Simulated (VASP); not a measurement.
AlNi, 2 atoms in the cell. Symmetry: Pm-3m, No. 221, cubic system. The conventional cell has a = 2.863 Å, b = 2.863 Å, c = 2.863 Å, α = 90.00°, β = 90.00°, γ = 90.00°. Al (site symmetry m-3m) has 8 Ni at 2.48 Å and 6 Al at 2.86 Å within 3.3 Å. Within 3.3 Å of Ni (site symmetry m-3m) lie 8 Al at 2.48 Å and 6 Ni at 2.86 Å. 

| Quantity | Value |
| --- | --- |
| Program | VASP 6.6.1 |
| Task | single point |
| Functional | r2SCAN |
| Potentials or basis | VASP PAW PBE potentials, release 64 (Al, Ni) |
| Cutoff | 520 eV |
| k mesh | 12 × 12 × 12 |
| Occupations | fermi-dirac, width 0.05 eV |
| Spin | no spin polarisation |
| Dipole correction | no |
| Further INCAR settings | ALGO = Normal; EDIFF = 1e-06; NBANDS = 14 |

Potentials or basis: VASP PAW PBE potentials, release 64 (Al, Ni).

The run is started by

```bash
$ cat potpaw_PBE.64/Al/POTCAR potpaw_PBE.64/Ni/POTCAR > POTCAR
$ cp INCAR.step1 INCAR
$ mpirun -np 1 vasp_std > vasp.out
$ cp INCAR.step2 INCAR
$ mpirun -np 1 vasp_std > vasp.out
```

Hardware: 1 thread of Intel Xeon 8259CL, on a shared host.

Problem. Estimate the wall time of this run.

Solution. Wall time 110 s on 1 thread of Intel Xeon 8259CL (shared host), peak memory 0.16 GiB. Counts: k points 84.
